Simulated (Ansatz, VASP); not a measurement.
**Two plane-wave programs on AgI**

The input POSCAR:

```
AgI
1.0
    4.4183281557      0.0000000000      0.0000000000
   -2.2091640778      3.8263844251      0.0000000000
    0.0000000000      0.0000000000      7.2193318539
Ag I
2 2
Direct
    0.3333333333      0.6666666667      0.0002889657
    0.6666666667      0.3333333333      0.5002889657
    0.3333333333      0.6666666667      0.3747110343
    0.6666666667      0.3333333333      0.8747110343
```

INCAR.step1

```
PREC     = Accurate       # precision mode
ENCUT    = 550            # plane-wave cutoff, eV
ISMEAR   = 0              # smearing method
SIGMA    = 0.01           # smearing width, eV
LREAL    = F              # projectors in reciprocal space
LASPH    = T              # aspherical terms in the spheres
NELM     = 120            # most SCF steps
NBANDS   = 26             # bands
GGA      = PE             # functional
ALGO     = Normal         # electronic algorithm
EDIFF    = 1E-5           # SCF threshold, eV
LWAVE    = T              # write WAVECAR
LCHARG   = F              # write CHGCAR
GGA_COMPAT= F
```

INCAR.step2

```
PREC     = Accurate       # precision mode
ENCUT    = 550            # plane-wave cutoff, eV
EDIFF    = 1E-6           # SCF threshold, eV
ISMEAR   = 0              # smearing method
SIGMA    = 0.01           # smearing width, eV
LREAL    = F              # projectors in reciprocal space
LASPH    = T              # aspherical terms in the spheres
NELM     = 120            # most SCF steps
ALGO     = Normal         # electronic algorithm
ISIF     = 2              # what is computed and relaxed
LWAVE    = F              # write WAVECAR
LCHARG   = F              # write CHGCAR
METAGGA  = R2SCAN         # meta-GGA
LMIXTAU  = T            
NBANDS   = 26             # bands
ISTART   = 1            
GGA_COMPAT= F
```

File KPOINTS:

```
regular mesh
0
Gamma
  6 6 4
```

Input for Ansatz:

```yaml
crystal:
  lattice:
    - [4.4183281557, 0.0, 0.0]
    - [-2.2091640778, 3.8263844251, 0.0]
    - [0.0, 0.0, 7.2193318539]
  atoms:
    - { symbol: Ag, position: [0.3333333333, 0.6666666667, 0.0002889657] }
    - { symbol: Ag, position: [0.6666666667, 0.3333333333, 0.5002889657] }
    - { symbol: I, position: [0.3333333333, 0.6666666667, 0.3747110343] }
    - { symbol: I, position: [0.6666666667, 0.3333333333, 0.8747110343] }
kpoints:
  mp_grid: { grid: [6, 6, 4] }
  band_path:
    path:
      - [0.0, 0.0, 0.0]
      - [0.5, 0.0, 0.0]
      - [0.3333333333, 0.3333333333, 0.0]
      - [0.0, 0.0, 0.5]
      - [0.5, 0.0, 0.5]
      - [0.3333333333, 0.3333333333, 0.5]
    npoints: 1
hamiltonian:
  xc: r2scan
scf:
  occupations: { method: fixed }
  n_extra_bands: 5
output:
  forces: true
  stress: true
  eigenvalues: true
```

Change from the starting cell: hydrostatic strain -5.0%.

Alike in both runs: task single point; functional r2SCAN; k mesh 6 × 6 × 4; no spin polarisation.

|  | VASP | Ansatz |
| --- | --- | --- |
| version | VASP 6.6.1 | Ansatz 0.2.0 |
| potentials or method | VASP PAW PBE potentials, release 64 (Ag, I) | plane waves, PAW |
| plane-wave cutoff (eV) | 550 | 500 |
| occupations | gaussian, width 0.01 eV | fixed |
| valence electrons in the cell | 36 | 72 |

Ansatz gave:

```
gap on the k mesh at the Fermi level (eV)                     : 1.89
pressure (GPa)                                                : 6.7
traceless stress, the component that is largest in VASP (GPa) : 0.17
```

Problem. Estimate VASP's values.

Solution. gap on the k mesh at the Fermi level (eV): 1.86; pressure (GPa): 6.5; traceless stress, the component that is largest in VASP (GPa): 0.18.

VASP's potentials were made for PBE, not for r2SCAN. VASP's potentials hold 36 valence electrons a cell and Ansatz's 72, so a difference there can come from the potentials and not from the codes.

Neither program's run includes spin-orbit coupling.
